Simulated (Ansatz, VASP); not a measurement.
**One calculation of ZrH2, two programs**

The input INCAR:

```
PREC = Accurate
ENCUT = 520
EDIFF = 1E-7
ISMEAR = 0
SIGMA = 0.1
LREAL = False
LASPH = True
NELM = 60
ALGO = Normal
ISIF = 2
LWAVE = False
LCHARG = True
GGA = PS
LELF = True
LVHAR = True
NBANDS = 14
```

File KPOINTS:

```
Automatic mesh
0
Gamma
  16 16 16
```

File POSCAR:

```
ZrH2
1.0
    0.0000000000      2.3870360378      2.3870360378
    2.3870360378      0.0000000000      2.3870360378
    2.3870360378      2.3870360378      0.0000000000
Zr H
1 2
Direct
    0.0000000000      0.0000000000      0.0000000000
    0.7500000000      0.7500000000      0.7500000000
    0.2500000000      0.2500000000      0.2500000000
```

Input for Ansatz:

```yaml
crystal:
  lattice:
    - [0.0, 2.3870360378, 2.3870360378]
    - [2.3870360378, 0.0, 2.3870360378]
    - [2.3870360378, 2.3870360378, 0.0]
  atoms:
    - { symbol: Zr, position: [0.0, 0.0, 0.0] }
    - { symbol: H, position: [0.75, 0.75, 0.75] }
    - { symbol: H, position: [0.25, 0.25, 0.25] }
basis:
  ecutwfc: 420
kpoints:
  mp_grid: { grid: [16, 16, 16] }
hamiltonian:
  xc: pbesol
scf:
  occupations: { method: gaussian, width: 0.1 }
output:
  forces: true
  stress: true
  eigenvalues: true
```

Alike in both runs: task single point; functional PBEsol; k mesh 16 × 16 × 16; occupations gaussian, width 0.1 eV; no spin polarisation.

```csv
,VASP,Ansatz
version,VASP 6.6.1,Ansatz 0.2.0
potentials or method,"VASP PAW PBE potentials, release 64 (Zr_sv, H), cutoff 520 eV","scalar-relativistic, plane waves, PAW"
valence electrons in the cell,14,14
```

|  | VASP | Ansatz | Ansatz less VASP |
| --- | --- | --- | --- |
| gap on the k mesh at the Fermi level (eV) | none | none | - |
| pressure (GPa) | -1.0 | -1.0 | -0.04 |

VASP's potentials were made for PBE, not for PBEsol. A gap of «none» marks a metal or a gap that the smearing closes.
